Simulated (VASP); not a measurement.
# F (C2/c) in VASP: a series of runs

F is run at these levels: RPBE; tasks: single point, relaxation of cell and atoms.

Everything below comes from runs of VASP 6.6.1. Logs are shortened: lines on timing, memory, paths and dates and some standing lists are left out, and cuts for length are marked.

### Step 1. The cell of the first run

The structure is monoclinic, space group C2/c (No. 15). The conventional cell has a = 6.356 Å, b = 3.739 Å, c = 7.936 Å, α = 90.00°, β = 103.32°, γ = 90.00°. F (site symmetry 1) has 1 F at 1.42 Å within 1.9 Å.

### Step 2. Single point, RPBE

File INCAR:

```
PREC = Accurate
ENCUT = 520
EDIFF = 1E-7
ISMEAR = -1
SIGMA = 0.05
LREAL = False
LASPH = True
NELM = 100
ALGO = Normal
ISIF = 2
LWAVE = False
LCHARG = True
GGA = RP
LELF = True
LVHAR = True
NBANDS = 22
```

File KPOINTS:

```
Automatic mesh
0
Gamma
  6 6 3
```

File POSCAR:

```
F
1.0
    3.1777961013     -1.8696750883     -0.0110551383
    3.1777961013      1.8696750883     -0.0110551383
   -1.8020726940      0.0000000000      7.7285017193
F
4
Direct
    0.0593687897      0.4923776308      0.0908216868
    0.5076223692      0.9406312103      0.4091783132
    0.9406312103      0.5076223692      0.9091783132
    0.4923776308      0.0593687897      0.5908216868
```

Potentials or basis: VASP PAW PBE potentials, release 64 (F).

On the command line:

```console
$ cat potpaw_PBE.64/F/POTCAR > POTCAR
$ mpirun -np 1 vasp_std > vasp.out
```

OUTCAR:

```text
PREC = Accurate
   ENCUT = 520
   EDIFF = 1E-7
   ISMEAR = -1
   LREAL = False
   LASPH = True
   NELM = 100
   ISIF = 2
   GGA = RP

 ion  position               nearest neighbor table
   1  0.059  0.492  0.091-   3 1.42
   2  0.508  0.941  0.409-   4 1.42
   3  0.941  0.508  0.909-   1 1.42
   4  0.492  0.059  0.591-   2 1.42

  LATTYP: Found a base centered monoclinic cell.
 ALAT       =     6.3556306619
 B/A-ratio  =     0.5883523407
 C/A-ratio  =     1.2486279119
 COS(beta)  =    -0.2304674972

  Lattice vectors:

 A1 = (   3.1777961013,  -1.8696750883,  -0.0110551383)
 A2 = (   3.1777961013,   1.8696750883,  -0.0110551383)
 A3 = (  -1.8020726940,   0.0000000000,   7.7285017193)

Analysis of symmetry for initial positions (statically):
=====================================================================
 Subroutine PRICEL returns:
 Original cell was already a primitive cell.

 Routine SETGRP: Setting up the symmetry group for a
 base centered monoclinic supercell.

 Subroutine GETGRP returns: Found  4 space group operations
 (whereof  2 operations were pure point group operations)
 out of a pool of  4 trial point group operations.

The static configuration has the point symmetry S_2 .
 The point group associated with its full space group is C_2h.

Analysis of symmetry for dynamics (positions and initial velocities):
=====================================================================
 Subroutine PRICEL returns:
 Original cell was already a primitive cell.

 Routine SETGRP: Setting up the symmetry group for a
 base centered monoclinic supercell.

 Subroutine GETGRP returns: Found  4 space group operations
 (whereof  2 operations were pure point group operations)
 out of a pool of  4 trial point group operations.

The dynamic configuration has the point symmetry S_2 .
 The point group associated with its full space group is C_2h.

 Subroutine INISYM returns: Found  4 space group operations
 (whereof  2 operations are pure point group operations),
 and found     1 'primitive' translations

----------------------------------------------------------------------------------------

                                     Primitive cell

  volume of cell :      91.7625

[... 82 lines left out ...]
 SYSTEM =  unknown system
   PREC   = accura    normal or accurate (medium, high low for compatibility)
   ISTART =      0    job   : 0-new  1-cont  2-samecut
   ICHARG =      2    charge: 1-file 2-atom 10-const
   ISPIN  =      1    spin polarized calculation?
   LNONCOLLINEAR =      F non collinear calculations
   LSORBIT =      F    spin-orbit coupling
   LASPH  =      T    aspherical Exc in radial PAW
   ENCUT  =  520.0 eV  38.22 Ry    6.18 a.u.   6.86  6.86 14.76*2*pi/ulx,y,z
   NELM   =    100;   NELMIN=  2; NELMDL= -5     # of ELM steps
   EDIFF  = 0.1E-06   stopping-criterion for ELM
   LREAL  =      F    real-space projection
   EDIFFG = 0.1E-05   stopping-criterion for IOM
   NSW    =      0    number of steps for IOM
   IBRION =     -1    ionic relax: 0-MD 1-quasi-New 2-CG
   NFREE  =      0    steps in history (QN), initial steepest desc. (CG)
   ISIF   =      2    stress and relaxation
   ISYM   =      2    0-nonsym 1-usesym 2-fastsym
   POTIM  = 0.5000    time-step for ionic-motion
   TEBEG  =    0.0;   TEEND  =   0.0 temperature during run
   PSTRESS=    0.0 pullay stress
   NELECT =      28.0000    total number of electrons
   NUPDOWN=      -1.0000    fix difference up-down
   EMIN   =  10.00;   EMAX   =-10.00  energy-range for DOS
   EFERMI =   0.00;   METHOD = LEGACY
   ISMEAR =    -1;   SIGMA  =   0.05  broadening in eV -4-tet -1-fermi 0-gaus
   EFERMI_NEDOS =   21; number of points for ismear=-14 and -15
   IALGO  =     38    algorithm
   IMIX   =      4    mixing-type and parameters
     AMIX     =   0.40;   BMIX     =  1.00
     AMIX_MAG =   1.60;   BMIX_MAG =  1.00
  volume/ion in A,a.u.               =      22.94       154.81
  Fermi-wavevector in a.u.,A,eV,Ry     =   1.102146  2.082754 16.527350  1.214726
  Thomas-Fermi vector in A             =   2.238584
   LORBIT       =      0    0 simple, 1 ext, 2 COOP (PROOUT), +10 PAW based schemes
   GGA     = RP    functional components
   LHFCALC =     F    Hartree Fock is set to
   AEXX    =    0.0000 exact exchange contribution
   IVDW    =     0    specifies the selected vdW correction
   LEPSILON=     F    determine dielectric tensor
   LRPA    =     F    only Hartree local field effects (RPA)
 non-spin polarized calculation
  energy-cutoff  :      520.00
  volume of cell :       91.76
 maximum number of plane-waves:      2483
   NGX = 13   NGY = 13   NGZ = 29

 number of electron      28.0000016 magnetization

 Free energy of the ion-electron system (eV)
  ---------------------------------------------------
  ext. energy  EPLUGINS =         0.00000000
  ---------------------------------------------------
  free energy    TOTEN  =        -6.88016020 eV

  energy without entropy =       -6.88016020  energy(sigma->0) =       -6.88016020

 E-fermi :  -5.2632     XC(G=0):  -6.1704

 val. band max:       -6.4895281845   @ k =  -0.3333   0.0000   0.3333
 cond. band min:      -3.5045269040   @ k =   0.0000   0.0000   0.0000
 fundamental gap:      2.9850012805
 Fermi energy:        -5.2632176811

 k-point     1 :       0.0000    0.0000    0.0000
  band No.  band energies     occupation
      1     -31.1271      2.00000
      2     -31.0981      2.00000
      3     -25.0913      2.00000
      4     -24.9922      2.00000
      5     -12.6315      2.00000
      6     -12.2834      2.00000
[... 589 lines left out ...]
     21       8.8361      0.00000
     22       9.3986      0.00000

 [... further k-points ...]
[... 5 lines left out ...]
  --------------------------------------------------------------------------------------
  -------------------------------------------------------------------------------------
  Total       -0.1979638     -0.1669874      0.7318652      0.0000000      0.0000000     -0.0007862
  in kB       -3.4564591     -2.9156089     12.7784042      0.0000000      0.0000000     -0.0137273
  external PRESSURE =       2.1354454 kB  Pullay stress =       0.0000000 kB

 VOLUME and BASIS-vectors are now :
 -----------------------------------------------------------------------------
  energy-cutoff  :      520.00
  volume of cell :       91.76
      direct lattice vectors                 reciprocal lattice vectors
     3.177796101 -1.869675088 -0.011055138     0.157469486 -0.267426144  0.036717526
     3.177796101  1.869675088 -0.011055138     0.157469486  0.267426144  0.036717526
    -1.802072694  0.000000000  7.728501719     0.000450500  0.000000000  0.129496230

 POSITION                                       TOTAL-FORCE (eV/Angst)
 -----------------------------------------------------------------------------------
      1.58967      0.80959      0.69582         0.000027     -0.060924      0.328876
      3.86489      0.80959      3.14632        -0.000027     -0.060924     -0.328876
      2.96385     -0.80959      7.01058        -0.000027      0.060924     -0.328876
      0.68863     -0.80959      4.56007         0.000027      0.060924      0.328876
 -----------------------------------------------------------------------------------
    total drift:                                0.000000      0.000000      0.000000

  FREE ENERGIE OF THE ION-ELECTRON SYSTEM (eV)
  ---------------------------------------------------
  free  energy   TOTEN  =        -6.8801601998 eV

  energy  without entropy=       -6.8801601997  energy(sigma->0) =       -6.88016020
```

OSZICAR:

```text
N       E                     dE             d eps       ncg     rms          rms(c)
DAV:   1     0.209720509239E+03    0.20972E+03   -0.14799E+04  1496   0.113E+03
DAV:   2     0.380827683344E+01   -0.20591E+03   -0.19856E+03  2098   0.284E+02
DAV:   3    -0.837260264905E+01   -0.12181E+02   -0.12125E+02  1792   0.718E+01
DAV:   4    -0.846147536493E+01   -0.88873E-01   -0.88868E-01  1550   0.704E+00
DAV:   5    -0.846208581715E+01   -0.61045E-03   -0.61045E-03  1778   0.557E-01    0.112E+01
DAV:   6    -0.723802809707E+01    0.12241E+01   -0.44550E-01  1508   0.674E+00    0.632E+00
DAV:   7    -0.688176448196E+01    0.35626E+00   -0.58577E-01  1502   0.723E+00    0.690E-01
DAV:   8    -0.688005815003E+01    0.17063E-02   -0.72391E-02  1556   0.187E+00    0.125E-01
DAV:   9    -0.688013941022E+01   -0.81260E-04   -0.84313E-04  1736   0.224E-01    0.644E-02
DAV:  10    -0.688016124759E+01   -0.21837E-04   -0.14722E-04  1610   0.117E-01    0.176E-02
DAV:  11    -0.688016044731E+01    0.80028E-06   -0.13621E-05  1682   0.360E-02    0.499E-03
DAV:  12    -0.688016017301E+01    0.27430E-06   -0.18653E-06  1574   0.112E-02    0.163E-03
DAV:  13    -0.688016019977E+01   -0.26761E-07   -0.53339E-08  1114   0.219E-03
   1 F= -.68801602E+01 E0= -.68801602E+01  d E =-.431531E-10
```

It took 41 s on 1 thread of Intel Xeon Platinum 8488C (Sapphire Rapids), shared host; peak memory 0.21 GiB.

Results:

```yaml
Free_energy: -6.8802 eV
Pressure: 0.2 GPa
Largest_force: 0.334 eV/Å
Band_gap_on_the_k_mesh: 2.98 eV, indirect (the least direct gap lies 2.9 meV higher)
```

Forces in eV/Å, atoms in the order of the input:
```
F    0.000 -0.061  0.329
F    0.000 -0.061 -0.329
F    0.000  0.061 -0.329
F    0.000  0.061  0.329
```

Stress tensor (GPa, compression positive):
```
-0.35  0.00  0.00
 0.00 -0.29  0.00
 0.00  0.00  1.28
```

Caveat: the PAW data sets were made with another functional, which shifts forces and pressure a little.

### Step 3. Relaxation of cell and atoms, RPBE

This run uses another cell than the first one, of 16.05 Å³/atom, 0.700 times its volume.

File INCAR:

```
SYSTEM = F
PREC = Accurate ; ENCUT = 600
EDIFF = 1E-6 ; ISMEAR = -1
SIGMA = 0.05 ; LREAL = .False.
LASPH = .True. ; NELM = 80
ALGO = Normal ; ISIF = 3
LWAVE = .False. ; LCHARG = .False.
GGA = RP ; IBRION = 2
NSW = 80 ; EDIFFG = -0.01
```

File KPOINTS:

```
regular mesh
0
Gamma
  6 6 3
  0 0 0
```

File POSCAR:

```
F
1.0
    2.7500000000     -1.6400000000      0.0000000000
    2.7500000000      1.6400000000      0.0000000000
   -1.5347200000      0.0000000000      7.1163900000
F
4
Direct
    0.9680000000      0.6020000000      0.0997000000
    0.3980000000      0.0320000000      0.4003000000
    0.0320000000      0.3980000000      0.9003000000
    0.6020000000      0.9680000000      0.5997000000
```

Potentials or basis: VASP PAW PBE potentials, release 64 (F).

On the command line:

```console
$ cat potpaw_PBE.64/F/POTCAR > POTCAR
$ mpirun -np 1 vasp_std > vasp.out
```

OUTCAR:

```text
SYSTEM = F
   PREC = Accurate
   ENCUT = 600
   EDIFF = 1E-6
   ISMEAR = -1
   LREAL = .False.
   LASPH = .True.
   NELM = 80
   ISIF = 3
   GGA = RP
   IBRION = 2
   NSW = 80
   EDIFFG = -0.01

 ion  position               nearest neighbor table
   1  0.968  0.602  0.100-   3 1.49
   2  0.398  0.032  0.400-   4 1.49
   3  0.032  0.398  0.900-   1 1.49
   4  0.602  0.968  0.600-   2 1.49

  LATTYP: Found a base centered monoclinic cell.
 ALAT       =     5.5000000000
 B/A-ratio  =     0.5963636364
 C/A-ratio  =     1.3236360154
 COS(beta)  =    -0.2108132423

  Lattice vectors:

 A1 = (   2.7500000000,  -1.6400000000,   0.0000000000)
 A2 = (   2.7500000000,   1.6400000000,   0.0000000000)
 A3 = (  -1.5347200000,   0.0000000000,   7.1163900000)

Analysis of symmetry for initial positions (statically):
=====================================================================
 Subroutine PRICEL returns:
 Original cell was already a primitive cell.

 Routine SETGRP: Setting up the symmetry group for a
 base centered monoclinic supercell.

 Subroutine GETGRP returns: Found  4 space group operations
 (whereof  2 operations were pure point group operations)
 out of a pool of  4 trial point group operations.

The static configuration has the point symmetry S_2 .
 The point group associated with its full space group is C_2h.

Analysis of symmetry for dynamics (positions and initial velocities):
=====================================================================
 Subroutine PRICEL returns:
 Original cell was already a primitive cell.

 Routine SETGRP: Setting up the symmetry group for a
 base centered monoclinic supercell.

 Subroutine GETGRP returns: Found  4 space group operations
 (whereof  2 operations were pure point group operations)
 out of a pool of  4 trial point group operations.

[... 138 lines left out ...]
  energy-cutoff  :      600.00
  volume of cell :       64.19
 maximum number of plane-waves:      2166
 NGX is ok and might be reduce to    28
   NGX = 13   NGY = 13   NGZ = 29

--------------------------------------- Ionic step        1  -------------------------------------------

 number of electron      28.0000002 magnetization

 Free energy of the ion-electron system (eV)
  ---------------------------------------------------
  ext. energy  EPLUGINS =         0.00000000
  ---------------------------------------------------
  free energy    TOTEN  =        -6.68123306 eV

  energy without entropy =       -6.68123306  energy(sigma->0) =       -6.68123306

------------------------ aborting loop because EDIFF is reached ----------------------------------------

  FORCE on cell =-STRESS in cart. coord.  units (eV):
  Direction    XX          YY          ZZ          XY          YZ          ZX
  --------------------------------------------------------------------------------------
  -------------------------------------------------------------------------------------
  Total        0.6749324      0.2581475     -3.4849130      0.0000000      0.0000000     -0.2231343
  in kB       16.8463031      6.4433575    -86.9833739      0.0000000      0.0000000     -5.5694280
  external PRESSURE =     -21.2312378 kB  Pullay stress =       0.0000000 kB
[... 95 lines left out ...]
  FREE ENERGIE OF THE ION-ELECTRON SYSTEM (eV)
  ---------------------------------------------------
  free  energy   TOTEN  =        -6.7636887874 eV

  energy  without entropy=       -6.7636887874  energy(sigma->0) =       -6.76368879

[... ionic steps 4 to 15 ...]

--------------------------------------- Ionic step       16  -------------------------------------------

 number of electron      28.0000012 magnetization

------------------------ aborting loop because EDIFF is reached ----------------------------------------
[... 71 lines left out ...]
--------------------------------------- Ionic step       18  -------------------------------------------

 number of electron      28.0000013 magnetization

 Free energy of the ion-electron system (eV)
  ---------------------------------------------------
  ext. energy  EPLUGINS =         0.00000000
  ---------------------------------------------------
  free energy    TOTEN  =        -6.83942722 eV

  energy without entropy =       -6.83942722  energy(sigma->0) =       -6.83942722

 E-fermi :  -4.7407     XC(G=0):  -6.5743

 val. band max:       -6.0037895934   @ k =   0.0000   0.0000   0.0000
 cond. band min:      -3.2012611902   @ k =   0.0000   0.0000   0.0000
 fundamental gap:      2.8025284032
 Fermi energy:        -4.7407036794

 k-point     1 :       0.0000    0.0000    0.0000
  band No.  band energies     occupation
      1     -30.5587      2.00000
      2     -30.5108      2.00000
      3     -24.7058      2.00000
      4     -24.5570      2.00000
      5     -12.1713      2.00000
      6     -11.7173      2.00000
[... 481 lines left out ...]
      5     -12.0114      2.00000
      6     -11.8604      2.00000
[... 10 lines left out ...]
     17       4.5566      0.00000
     18       5.3610      0.00000

 [... further k-points ...]
[... 5 lines left out ...]
  --------------------------------------------------------------------------------------
  -------------------------------------------------------------------------------------
  Total       -0.0013445      0.0140111      0.0178145      0.0000000      0.0000000      0.0045445
  in kB       -0.0272246      0.2837113      0.3607273      0.0000000      0.0000000      0.0920211
  external PRESSURE =       0.2057380 kB  Pullay stress =       0.0000000 kB
[... 19 lines left out ...]
  FREE ENERGIE OF THE ION-ELECTRON SYSTEM (eV)
  ---------------------------------------------------
  free  energy   TOTEN  =        -6.8394272194 eV

  energy  without entropy=       -6.8394272194  energy(sigma->0) =       -6.83942722

 reached required accuracy - stopping structural energy minimisation
```

OSZICAR:

```text
N       E                     dE             d eps       ncg     rms          rms(c)
DAV:   1     0.218418110607E+03    0.21842E+03   -0.17838E+04  1224   0.163E+03
DAV:   2     0.171432124589E+01   -0.21670E+03   -0.21293E+03  1888   0.358E+02
DAV:   3    -0.810022713259E+01   -0.98145E+01   -0.97800E+01  1328   0.806E+01
[... 138 lines left out ...]
DAV:   1    -0.683953673625E+01   -0.14122E-03   -0.25039E-02  1226   0.153E+00    0.938E-02
DAV:   2    -0.683944456077E+01    0.92175E-04   -0.56999E-04  1224   0.218E-01    0.379E-02
DAV:   3    -0.683942824578E+01    0.16315E-04   -0.60492E-05  1234   0.644E-02    0.124E-02
DAV:   4    -0.683942712371E+01    0.11221E-05   -0.28310E-06  1012   0.176E-02    0.425E-03
DAV:   5    -0.683942721940E+01   -0.95689E-07   -0.38403E-07   684   0.772E-03
  18 F= -.68394272E+01 E0= -.68394272E+01  d E =-.326748E-04
```

Wall time 4.5 min (1 thread of Intel Xeon Platinum 8488C (Sapphire Rapids), shared host); peak memory 0.21 GiB.

What came out:

| Property | Result |
| --- | --- |
| Free energy | -6.8394 eV |
| Relaxed volume | 19.78 Å³/atom |
| Relaxed cell | a = 3.478 Å, b = 3.478 Å, c = 7.643 Å, α = 101.01°, β = 101.01°, γ = 61.37° |
| Space group after relaxing (to 0.05 Å) | C2/c (No. 15) |
| Energy gained by relaxing | 39.5 meV/atom |
| Ionic steps | 18 |
| Pressure after relaxing | 0.0 GPa |
| Largest force after relaxing | 0.009 eV/Å |
| Band gap on the k mesh | 2.80 eV, direct |

Forces on the atoms (eV/Å):
```
F   -0.008 -0.004  0.001
F    0.008 -0.004 -0.001
F    0.008  0.004 -0.001
F   -0.008  0.004  0.001
```

The path:
| step | energy change (eV) | largest force (eV/Å) | pressure (GPa) | volume (Å³) |
| --- | --- | --- | --- | --- |
| 1 | 0.0000 | 1.5054 | -2.12 | 64.19 |
| 2 | 0.8253 | 7.3534 | 17.94 | 62.19 |
| 3 | -0.0825 | 0.0901 | 1.45 | 63.63 |
| 4 | -0.0825 | 0.0556 | 1.55 | 63.62 |
| 5 | -0.0942 | 0.0387 | 1.41 | 64.80 |
| 6 | -0.1228 | 0.0356 | 1.12 | 68.42 |
| 7 | -0.1537 | 0.1949 | 0.69 | 76.06 |
| 8 | -0.1558 | 0.2711 | 0.50 | 79.58 |
| 9 | -0.1307 | 0.8457 | -1.90 | 82.44 |
| 10 | -0.1578 | 0.0143 | -0.06 | 80.18 |
| 11 | -0.1578 | 0.0188 | -0.05 | 80.17 |
| 12 | -0.1578 | 0.0232 | -0.04 | 80.15 |
| 13 | -0.1579 | 0.0157 | -0.04 | 79.95 |
| 14 | -0.1581 | 0.0171 | -0.03 | 79.34 |
| 15 | -0.1581 | 0.0206 | -0.03 | 79.24 |
| 16 | -0.1580 | 0.0739 | 0.19 | 78.93 |
| 17 | -0.1582 | 0.0101 | 0.02 | 79.17 |
| 18 | -0.1582 | 0.0093 | 0.02 | 79.12 |

Final structure:
```cif
data_structure
_symmetry_space_group_name_H-M 'P 1'
_symmetry_Int_Tables_number 1
_cell_length_a 3.4780
_cell_length_b 3.4780
_cell_length_c 7.6432
_cell_angle_alpha 101.007
_cell_angle_beta 101.007
_cell_angle_gamma 61.367
_cell_volume 79.12
loop_
_atom_site_label
_atom_site_type_symbol
_atom_site_fract_x
_atom_site_fract_y
_atom_site_fract_z
_atom_site_occupancy
F1 F 0.96890 0.59033 0.09174 1
F2 F 0.40967 0.03110 0.40826 1
F3 F 0.03110 0.40967 0.90826 1
F4 F 0.59033 0.96890 0.59174 1
```

Levels at points of the mesh, in eV from the valence-band top:
```csv
k point,band 12,band 13,band 14,band 15,band 16,band 17
"(0.00, 0.00, 0.00)",-0.10,-0.07,0.00,2.80,3.54,8.72
"(0.50, 0.00, 0.00)",-0.29,-0.11,-0.09,3.25,3.25,12.67
"(0.50, 0.50, 0.00)",-0.24,-0.24,-0.05,3.15,3.36,12.80
```

Caveat: the volume moved by over 15 % at a fixed basis, so the end points are rough; the PAW data sets were made with another functional, which shifts forces and pressure a little; the volume moved by +23 % from the deposited cell, more than functionals usually miss. A k mesh can miss the band edges.
